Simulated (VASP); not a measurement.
Al3GaAs4, 8 atoms in the cell. It takes space group P-4m2 (No. 115, tetragonal). Conventional cell: a = 4.055 Å, b = 4.055 Å, c = 11.456 Å, α = 90.00°, β = 90.00°, γ = 90.00°. Al (site symmetry 2mm) has 4 As at 2.48 Å within 3.3 Å. Al (site symmetry -4m2) has 4 As at 2.48 Å within 3.3 Å. Within 3.3 Å of Ga (site symmetry -4m2) lie 4 As at 2.49 Å. Within 3.3 Å of As (site symmetry 2mm) lie 2 Al at 2.48 Å and 2 Ga at 2.49 Å. As (site symmetry 2mm) has 4 Al at 2.48 Å within 3.3 Å. 

| Quantity | Value |
| --- | --- |
| Program | VASP 6.6.1 |
| Task | density of states |
| Functional | PBE |
| Potentials or basis | VASP PAW PBE potentials, release 64 (Al, Ga_d, As) |
| Cutoff | 520 eV |
| k mesh | 8 × 8 × 4 |
| Occupations | gaussian, width 0.02 eV |
| Spin | no spin polarisation |
| Dipole correction | no |
| k mesh for the DOS | 12 × 12 × 6 |
| Occupations for the DOS | tetrahedron |
| Further INCAR settings | ALGO = Normal; EDIFF = 1e-07; NBANDS = 31 |

Potentials or basis: VASP PAW PBE potentials, release 64 (Al, Ga_d, As).

Run with:

```bash
$ cat potpaw_PBE.64/Al/POTCAR potpaw_PBE.64/Ga_d/POTCAR potpaw_PBE.64/As/POTCAR > POTCAR
$ cp INCAR.step1 INCAR
$ cp KPOINTS.step1 KPOINTS
$ mpirun -np 1 vasp_std > vasp.out
$ cp INCAR.step2 INCAR
$ cp KPOINTS.step2 KPOINTS
$ mpirun -np 1 vasp_std > vasp.out
```

Hardware: 1 thread of Oxide Virtual Turin-like Processor (shared host).

**Question.** How long does it take, and how much memory?

**Answer.** It took 16 min on 1 thread of Oxide Virtual Turin-like Processor, with other jobs on the host, peak memory 0.65 GiB. Counts: k points 112.
